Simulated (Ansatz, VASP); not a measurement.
**SiC in VASP and in Ansatz**

```xyz
2
Lattice="0.0000 2.3479 2.1740 2.3479 0.0000 2.1740 2.3479 2.3479 0.0000" Properties=species:S:1:pos:R:3 pbc="T T T"
Si    0.0000    0.0000    0.0000
C     3.5219    3.5219    3.2610
```

Change from the starting cell: strain +0.080 along x and y, +0.000 along z, atoms carried along.

Alike in both runs: task single point; functional PBEsol; k mesh 12 × 12 × 12; occupations gaussian, width 0.05 eV; no spin polarisation.

|  | VASP | Ansatz |
| --- | --- | --- |
| version | VASP 6.6.1 | Ansatz 0.2.0 |
| potentials or method | VASP PAW PBE potentials, release 64 (Si, C), cutoff 520 eV | scalar-relativistic, plane waves, PAW |
| valence electrons in the cell | 8 | 8 |

|  | VASP | Ansatz | Ansatz less VASP |
| --- | --- | --- | --- |
| gap on the k mesh at the Fermi level (eV) | 0.67 | 0.68 | +0.007 |
| least direct gap on the mesh (eV) | 4.16 | 4.15 | -0.014 |
| pressure (GPa) | -24.4 | -24.7 | -0.24 |
| traceless stress, the component that is largest in VASP (GPa) | 10.72 | 10.73 | +0.008 |

VASP's potentials were made for PBE, not for PBEsol.
